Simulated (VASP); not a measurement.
A run of VASP 6.6.1 is set up as follows.

INCAR

```
SYSTEM = Co
  PREC = Accurate
  ENCUT = 520
  EDIFF = 1E-6
  ISMEAR = 1
  SIGMA = 0.01
  LREAL = .False.
  LASPH = .True.
  NELM = 150
  ALGO = Normal
  ISIF = 2
  LWAVE = .False.
  LCHARG = .False.
  ISPIN = 2
  MAGMOM = 1.558 1.558
  LORBIT = 11
  LMAXMIX = 4
  GGA = CA
  NBANDS = 20
```

The input KPOINTS:

```
Automatic mesh
0
Gamma
  15 15 8
  0 0 0
```

The input POSCAR:

```
Co
1.0
    2.4273810165      0.0000000000      0.0000000000
   -1.2136905082      2.1021736250      0.0000000000
    0.0000000000      0.0000000000      3.9230481332
Co
2
Direct
    0.3333333333      0.6666666667      0.2500000000
    0.6666666667      0.3333333333      0.7500000000
```

Potentials or basis: VASP PAW LDA potentials, release 64 (Co).

Command:

```sh
$ cat potpaw_LDA.64/Co/POTCAR > POTCAR
$ mpirun -np 1 vasp_std > vasp.out
```

Task: What does it give for the site moments?

Result: Co +1.50 μB.

Task: Estimate the pressure.

Result: -0.8 GPa.

Stress tensor (GPa, compression positive):
```
-0.37  0.00  0.00
 0.00 -0.37  0.00
 0.00  0.00 -1.71
```
